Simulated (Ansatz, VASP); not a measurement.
# W: VASP beside Ansatz

```
W
1.0
    -0.19991    1.99913    2.09908
     1.79921    0.00000    1.89917
     1.99913    1.99913   -0.19991
W
1
Direct
  0.00000 0.00000 0.00000
```

Change from the starting cell: engineering shear strain xz -0.2000, normal strain along z +0.0500.

Alike in both runs: task single point; functional PBEsol; k mesh 20 × 20 × 20; occupations gaussian, width 0.15 eV; no spin polarisation.

|  | VASP | Ansatz |
| --- | --- | --- |
| version | VASP 6.6.1 | Ansatz 0.2.0 |
| potentials or method | VASP PAW PBE potentials, release 64 (W_sv), cutoff 500 eV | scalar-relativistic, plane waves, PAW |
| valence electrons in the cell | 14 | 14 |

```csv
,VASP,Ansatz,Ansatz less VASP
gap on the k mesh at the Fermi level (eV),none,none,-
pressure (GPa),-5.5,-5.9,-0.47
"traceless stress, the component that is largest in VASP (GPa)",11.09,10.81,-0.282
```

VASP's potentials were made for PBE, not for PBEsol, and Ansatz warns of the same on its side. A gap of «none» marks a metal or a gap that the smearing closes. The functional is the same, so the differences come from potentials, cutoffs and numerics.

Spin-orbit coupling is off throughout.
